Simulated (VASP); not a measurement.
# SiC (F-43m) in VASP: notebook

The runs below take SiC through single point, with PBE, PBE-based global hybrid, PBE-based screened hybrid.

Everything below comes from runs of VASP 6.6.1. Logs are shortened: lines on timing, memory, paths and dates and some standing lists are left out, and cuts for length are marked.

**1. The cell of the first run**

The structure is cubic, space group F-43m (No. 216). The conventional cell has a = 4.356 Å, b = 4.356 Å, c = 4.356 Å, α = 90.00°, β = 90.00°, γ = 90.00°. Within 2.5 Å of Si (site symmetry -43m) lie 4 C at 1.89 Å. C (site symmetry -43m) has 4 Si at 1.89 Å within 2.5 Å.

**2. Single point, PBE**

The input, INCAR:

```
PREC     = Accurate       # precision mode
ENCUT    = 600            # plane-wave cutoff, eV
EDIFF    = 1E-6           # SCF threshold, eV
ISMEAR   = 0              # smearing method
SIGMA    = 0.5            # smearing width, eV
LREAL    = F              # projectors in reciprocal space
LASPH    = T              # aspherical terms in the spheres
NELM     = 120            # most SCF steps
ALGO     = Normal         # electronic algorithm
ISIF     = 2              # what is computed and relaxed
LWAVE    = F              # write WAVECAR
LCHARG   = F              # write CHGCAR
GGA      = PE             # functional
NBANDS   = 11             # bands
GGA_COMPAT= F
```

The input, KPOINTS:

```
regular mesh
0
Gamma
  8 8 8
```

The input, POSCAR:

```
SiC
1.0
    0.0000000000      2.1780523476      2.1780523476
    2.1780523476      0.0000000000      2.1780523476
    2.1780523476      2.1780523476      0.0000000000
Si C
1 1
Direct
    0.0000000000      0.0000000000      0.0000000000
    0.2500000000      0.2500000000      0.2500000000
```

Potentials or basis: VASP PAW PBE potentials, release 64 (Si, C).

The run is started by

```sh
$ cat potpaw_PBE.64/Si/POTCAR potpaw_PBE.64/C/POTCAR > POTCAR
$ mpirun -np 1 vasp_std > vasp.out
```

OUTCAR:

```text
PREC = Accurate
   ENCUT = 600
   EDIFF = 1E-6
   ISMEAR = 0
   LREAL = F
   LASPH = T
   NELM = 120
   ISIF = 2
   GGA = PE

 ion  position               nearest neighbor table
   1  0.000  0.000  0.000-   2 1.89   2 1.89   2 1.89   2 1.89
   2  0.250  0.250  0.250-   1 1.89   1 1.89   1 1.89   1 1.89

  LATTYP: Found a face centered cubic cell.
 ALAT       =     4.3561046952

  Lattice vectors:

 A1 = (   0.0000000000,   2.1780523476,   2.1780523476)
 A2 = (   2.1780523476,   0.0000000000,   2.1780523476)
 A3 = (   2.1780523476,   2.1780523476,   0.0000000000)

Analysis of symmetry for initial positions (statically):
=====================================================================
 Subroutine PRICEL returns:
 Original cell was already a primitive cell.

 Routine SETGRP: Setting up the symmetry group for a
 face centered cubic supercell.

 Subroutine GETGRP returns: Found 24 space group operations
 (whereof 24 operations were pure point group operations)
 out of a pool of 48 trial point group operations.

The static configuration has the point symmetry T_d .

Analysis of symmetry for dynamics (positions and initial velocities):
=====================================================================
 Subroutine PRICEL returns:
 Original cell was already a primitive cell.

 Routine SETGRP: Setting up the symmetry group for a
 face centered cubic supercell.

 Subroutine GETGRP returns: Found 24 space group operations
 (whereof 24 operations were pure point group operations)
 out of a pool of 48 trial point group operations.

The dynamic configuration has the point symmetry T_d .

 Subroutine INISYM returns: Found 24 space group operations
 (whereof 24 operations are pure point group operations),
 and found     1 'primitive' translations

----------------------------------------------------------------------------------------

                                     Primitive cell

  volume of cell :      20.6650

  direct lattice vectors                    reciprocal lattice vectors
     0.000000000  2.178052348  2.178052348    -0.229562894  0.229562894  0.229562894
     2.178052348  0.000000000  2.178052348     0.229562894 -0.229562894  0.229562894
     2.178052348  2.178052348  0.000000000     0.229562894  0.229562894 -0.229562894

  length of vectors
     3.080231170  3.080231170  3.080231170     0.397614596  0.397614596  0.397614596

  position of ions in fractional coordinates (direct lattice)
     0.000000000  0.000000000  0.000000000
     0.250000000  0.250000000  0.250000000

  ion indices of the primitive-cell ions
   primitive index   ion index
                 1           1
                 2           2

----------------------------------------------------------------------------------------

 KPOINTS: regular mesh

Automatic generation of k-mesh.
 Grid dimensions read from file:
 generate k-points for:    8    8    8

 Generating k-lattice:

  Cartesian coordinates                     Fractional coordinates (reciprocal lattice)
    -0.028695362  0.028695362  0.028695362     0.125000000  0.000000000  0.000000000
     0.028695362 -0.028695362  0.028695362     0.000000000  0.125000000  0.000000000
     0.028695362  0.028695362 -0.028695362     0.000000000  0.000000000  0.125000000

  Length of vectors
     0.049701824  0.049701824  0.049701824

  Shift w.r.t. Gamma in fractional coordinates (k-lattice)
     0.000000000  0.000000000  0.000000000

 Subroutine IBZKPT returns following result:
 ===========================================

 Found     29 irreducible k-points:

 Following reciprocal coordinates:
            Coordinates               Weight
  0.000000  0.000000  0.000000      1.000000
  0.125000  0.000000  0.000000      8.000000
  0.250000  0.000000  0.000000      8.000000
  0.375000  0.000000  0.000000      8.000000
  0.500000  0.000000  0.000000      4.000000
  0.125000  0.125000  0.000000      6.000000
[... 16 lines left out ...]
  0.500000  0.250000  0.125000     48.000000
 -0.375000  0.250000  0.125000     24.000000
 [... further k-points ...]
   k-points           NKPTS =     29   k-points in BZ     NKDIM =     29   number of bands    NBANDS=     11
   number of dos      NEDOS =    301   number of ions     NIONS =      2
   total plane-waves  NPLWV =  21952
   dimension x,y,z NGX =    28 NGY =   28 NGZ =   28
   dimension x,y,z NGXF=    56 NGYF=   56 NGZF=   56
   ions per type =               1   1
   NGX,Y,Z   is equivalent  to a cutoff of  15.11, 15.11, 15.11 a.u.
   NGXF,Y,Z  is equivalent  to a cutoff of  30.22, 30.22, 30.22 a.u.
 SYSTEM =  unknown system
   PREC   = accura    normal or accurate (medium, high low for compatibility)
   ISTART =      0    job   : 0-new  1-cont  2-samecut
   ICHARG =      2    charge: 1-file 2-atom 10-const
   ISPIN  =      1    spin polarized calculation?
   LNONCOLLINEAR =      F non collinear calculations
   LSORBIT =      F    spin-orbit coupling
   LASPH  =      T    aspherical Exc in radial PAW
   ENCUT  =  600.0 eV  44.10 Ry    6.64 a.u.   6.15  6.15  6.15*2*pi/ulx,y,z
   NELM   =    120;   NELMIN=  2; NELMDL= -5     # of ELM steps
   EDIFF  = 0.1E-05   stopping-criterion for ELM
   LREAL  =      F    real-space projection
   EDIFFG = 0.1E-04   stopping-criterion for IOM
   NSW    =      0    number of steps for IOM
   IBRION =     -1    ionic relax: 0-MD 1-quasi-New 2-CG
   NFREE  =      0    steps in history (QN), initial steepest desc. (CG)
   ISIF   =      2    stress and relaxation
   ISYM   =      2    0-nonsym 1-usesym 2-fastsym
   POTIM  = 0.5000    time-step for ionic-motion
   TEBEG  =    0.0;   TEEND  =   0.0 temperature during run
   PSTRESS=    0.0 pullay stress
   NELECT =       8.0000    total number of electrons
   NUPDOWN=      -1.0000    fix difference up-down
   EMIN   =  10.00;   EMAX   =-10.00  energy-range for DOS
   EFERMI =   0.00;   METHOD = LEGACY
   ISMEAR =     0;   SIGMA  =   0.50  broadening in eV -4-tet -1-fermi 0-gaus
   EFERMI_NEDOS =   21; number of points for ismear=-14 and -15
   IALGO  =     38    algorithm
   IMIX   =      4    mixing-type and parameters
     AMIX     =   0.40;   BMIX     =  1.00
     AMIX_MAG =   1.60;   BMIX_MAG =  1.00
  volume/ion in A,a.u.               =      10.33        69.73
  Fermi-wavevector in a.u.,A,eV,Ry     =   1.193145  2.254717 19.369182  1.423595
  Thomas-Fermi vector in A             =   2.329166
   LORBIT       =      0    0 simple, 1 ext, 2 COOP (PROOUT), +10 PAW based schemes
   GGA     = PE    functional components
   LHFCALC =     F    Hartree Fock is set to
   AEXX    =    0.0000 exact exchange contribution
   IVDW    =     0    specifies the selected vdW correction
   LEPSILON=     F    determine dielectric tensor
   LRPA    =     F    only Hartree local field effects (RPA)
 non-spin polarized calculation
 Gauss-broadening in eV      SIGMA  =   0.50
  energy-cutoff  :      600.00
  volume of cell :       20.66
 maximum number of plane-waves:       701
 NGX is ok and might be reduce to    28
   NGX = 13   NGY = 13   NGZ = 13

 number of electron       8.0000000 magnetization

 Free energy of the ion-electron system (eV)
  ---------------------------------------------------
  ext. energy  EPLUGINS =         0.00000000
  ---------------------------------------------------
  free energy    TOTEN  =       -15.05767446 eV

  energy without entropy =      -15.05666581  energy(sigma->0) =      -15.05717013

 E-fermi :   8.8914     XC(G=0): -11.3619

 val. band max:        8.1211658935   @ k =   0.0000   0.0000   0.0000
 cond. band min:       9.4769867592   @ k =   0.5000   0.5000   0.0000
 fundamental gap:      1.3558208657
 Fermi energy:         8.8913764177

 k-point     1 :       0.0000    0.0000    0.0000
  band No.  band energies     occupation
      1      -7.2923      2.00000
      2       8.1212      1.97063
      3       8.1212      1.97063
      4       8.1212      1.97063
      5      14.3698      0.00000
      6      15.4380      0.00000
      7      15.4380      0.00000
      8      15.4380      0.00000
      9      22.6360      0.00000
     10      22.6360      0.00000
     11      24.6223      0.00000

 k-point     2 :       0.1250    0.0000    0.0000
  band No.  band energies     occupation
      1      -6.9873      2.00000
      2       6.6373      2.00000
      3       7.9203      1.99398
      4       7.9203      1.99398
      5      14.6065      0.00000
      6      15.7898      0.00000
      7      15.7898      0.00000
      8      15.9664      0.00000
      9      21.4157      0.00000
     10      21.4157      0.00000
     11      24.1917      0.00000

 k-point     3 :       0.2500    0.0000    0.0000
  band No.  band energies     occupation
      1      -6.0955      2.00000
      2       3.8276      2.00000
      3       7.5154      1.99990
      4       7.5154      1.99990
      5      14.1226      0.00000
      6      16.0384      0.00000
      7      16.0384      0.00000
      8      17.4853      0.00000
      9      21.2469      0.00000
     10      21.2469      0.00000
     11      23.2743      0.00000

 k-point     4 :       0.3750    0.0000    0.0000
  band No.  band energies     occupation
      1      -4.7396      2.00000
      2       1.0873      2.00000
      3       7.1882      2.00000
      4       7.1882      2.00000
      5      13.7093      0.00000
      6      15.6086      0.00000
      7      15.6086      0.00000
      8      18.1512      0.00000
      9      23.2410      0.00000
     10      23.2410      0.00000
     11      23.6712      0.00000
[... 239 lines left out ...]
 k-point    22 :       0.3750    0.2500    0.1250
  band No.  band energies     occupation
      1      -5.3205      2.00000
      2       3.6359      2.00000
      3       5.2623      2.00000
      4       6.8477      2.00000
      5      13.4923      0.00000
      6      15.7588      0.00000
      7      16.6001      0.00000
      8      18.2025      0.00000
      9      20.3733      0.00000
     10      24.1337      0.00000
     11      27.5584      0.00000

 k-point    23 :       0.5000    0.2500    0.1250
  band No.  band energies     occupation
      1      -4.0181      2.00000
      2       1.6058      2.00000
      3       4.5234      2.00000
      4       6.1986      2.00000
      5      13.4300      0.00000
      6      15.7245      0.00000
      7      17.3312      0.00000
      8      18.5829      0.00000
      9      21.5185      0.00000
     10      24.6319      0.00000
     11      27.4709      0.00000

 k-point    24 :      -0.3750    0.2500    0.1250
  band No.  band energies     occupation
      1      -3.0722      2.00000
      2       0.2893      2.00000
      3       4.4118      2.00000
      4       5.8619      2.00000
      5      13.3724      0.00000
      6      15.4066      0.00000
      7      18.2813      0.00000
      8      19.1329      0.00000
      9      21.5579      0.00000
     10      24.3561      0.00000
     11      27.4642      0.00000

 [... further k-points ...]

------------------------ aborting loop because EDIFF is reached ----------------------------------------

  FORCE on cell =-STRESS in cart. coord.  units (eV):
  Direction    XX          YY          ZZ          XY          YZ          ZX
  --------------------------------------------------------------------------------------
  -------------------------------------------------------------------------------------
  Total        0.4345927      0.4345927      0.4345927      0.0000000     -0.0000000      0.0000000
  in kB       33.6944267     33.6944267     33.6944267      0.0000000     -0.0000000      0.0000000
  external PRESSURE =      33.6944267 kB  Pullay stress =       0.0000000 kB

 VOLUME and BASIS-vectors are now :
 -----------------------------------------------------------------------------
  energy-cutoff  :      600.00
  volume of cell :       20.66
      direct lattice vectors                 reciprocal lattice vectors
     0.000000000  2.178052348  2.178052348    -0.229562894  0.229562894  0.229562894
     2.178052348  0.000000000  2.178052348     0.229562894 -0.229562894  0.229562894
     2.178052348  2.178052348  0.000000000     0.229562894  0.229562894 -0.229562894

 POSITION                                       TOTAL-FORCE (eV/Angst)
 -----------------------------------------------------------------------------------
      0.00000      0.00000      0.00000         0.000000      0.000000      0.000000
      1.08903      1.08903      1.08903        -0.000000     -0.000000     -0.000000
 -----------------------------------------------------------------------------------
    total drift:                               -0.000000     -0.000000     -0.000000

  FREE ENERGIE OF THE ION-ELECTRON SYSTEM (eV)
  ---------------------------------------------------
  free  energy   TOTEN  =       -15.0576744555 eV

  energy  without entropy=      -15.0566658097  energy(sigma->0) =      -15.05717013
```

Run time: 19 s. Hardware: 1 thread of Intel Xeon 8259CL, shared host; peak memory 0.15 GiB.

Results:

| Quantity | Value |
| --- | --- |
| Free energy | -15.0577 eV |
| Pressure | 3.4 GPa |
| Band gap on the k mesh | 1.36 eV, indirect (least direct gap 4.54 eV) |

**3. Single point, PBE**

The input, INCAR:

```
SYSTEM = SiC
PREC     = Accurate       ! precision mode
ENCUT    = 600            ! plane-wave cutoff, eV
EDIFF    = 1E-6           ! SCF threshold, eV
ISMEAR   = 1              ! smearing method
SIGMA    = 0.001          ! smearing width, eV
LREAL    = .FALSE.        ! projectors in reciprocal space
LASPH    = .TRUE.         ! aspherical terms in the spheres
NELM     = 120            ! most SCF steps
ALGO     = Normal         ! electronic algorithm
ISIF     = 2              ! what is computed and relaxed
LWAVE    = .FALSE.        ! write WAVECAR
LCHARG   = .TRUE.         ! write CHGCAR
GGA      = PE             ! functional
LELF     = .TRUE.         ! ELF
LVHAR    = .TRUE.       
NBANDS   = 11             ! bands
GGA_COMPAT= .FALSE.
```

The input, KPOINTS:

```
Automatic mesh
0
G
  8 8 8
  0 0 0
```

POSCAR is that of step 2.

Potentials or basis: VASP PAW PBE potentials, release 64 (Si, C).

The run is started by

```sh
$ cat potpaw_PBE.64/Si/POTCAR potpaw_PBE.64/C/POTCAR > POTCAR
$ mpirun -np 1 vasp_std > vasp.out
```

Wall time 20 s (1 thread of Intel Xeon 8259CL, shared host); peak memory 0.15 GiB.

The run converged. Its results:

```yaml
Free_energy: -15.0575 eV
Pressure: 3.4 GPa
Band_gap_on_the_k_mesh: 1.36 eV, indirect (least direct gap 4.54 eV)
```

Levels at points of the mesh, in eV from the valence-band top:
```
           k point  band 2  band 3  band 4  band 5  band 6  band 7
(0.00, 0.00, 0.00)    0.00    0.00    0.00    6.25    7.32    7.32
(0.50, 0.00, 0.00)   -8.54   -1.05   -1.05    5.45    7.23    7.23
(0.50, 0.50, 0.00)   -7.80   -3.19   -3.19    1.36    4.33   14.05
```

**4. Single point, PBE-based global hybrid**

POSCAR is that of step 3.

The input, INCAR.step1:

```
SYSTEM = SiC
PREC = Accurate
ENCUT = 520
EDIFF = 1E-5
ISMEAR = 0
SIGMA = 0.01
LREAL = .False.
LASPH = .True.
NELM = 120
ALGO = Normal
ISIF = 2
LWAVE = .True.
LCHARG = .False.
NBANDS = 11
GGA = PE
GGA_COMPAT = .False.
```

The input, INCAR.step2:

```
SYSTEM = SiC
PREC = Accurate
ENCUT = 520
EDIFF = 1E-6
ISMEAR = 0
SIGMA = 0.01
LREAL = .False.
LASPH = .True.
NELM = 120
ALGO = Normal
ISIF = 2
LWAVE = .False.
LCHARG = .False.
GGA = PE
LHFCALC = .True.
AEXX = 0.4
PRECFOCK = Normal
NBANDS = 11
ISTART = 1
GGA_COMPAT = .False.
```

The input, KPOINTS:

```
regular mesh
0
Gamma
  4 4 4
  0 0 0
```

The run is started by

```sh
$ cat potpaw_PBE.64/Si/POTCAR potpaw_PBE.64/C/POTCAR > POTCAR
$ cp INCAR.step1 INCAR
$ mpirun -np 1 vasp_std > vasp.out
$ cp INCAR.step2 INCAR
$ mpirun -np 1 vasp_std > vasp.out
```

It took 2 min on 1 thread of Intel Xeon 8259CL, shared host; peak memory 0.14 GiB.

Results (log left out):

| Quantity | Value |
| --- | --- |
| Free energy | -20.5197 eV |
| Pressure | -4.4 GPa |
| Band gap on the k mesh | 4.09 eV, indirect (least direct gap 7.79 eV) |

Levels at points of the mesh, in eV from the valence-band top:
| k point | band 1 | band 2 | band 3 | band 4 | band 5 | band 6 | band 7 | band 8 |
| --- | --- | --- | --- | --- | --- | --- | --- | --- |
| (0.00, 0.00, 0.00) | -17.94 | 0.00 | 0.00 | 0.00 | 9.71 | 10.68 | 10.68 | 10.68 |
| (0.50, 0.00, 0.00) | -13.91 | -9.85 | -1.23 | -1.23 | 8.72 | 10.55 | 10.55 | 13.77 |
| (0.50, 0.50, 0.00) | -12.27 | -8.99 | -3.70 | -3.70 | 4.09 | 7.33 | 18.42 | 18.42 |

Caveat: the k points lie up to 0.62 Å⁻¹ apart; the PAW data sets were made with another functional, which shifts forces and pressure a little. A k mesh can miss the band edges.

(Part 1 of 2 ends here.)
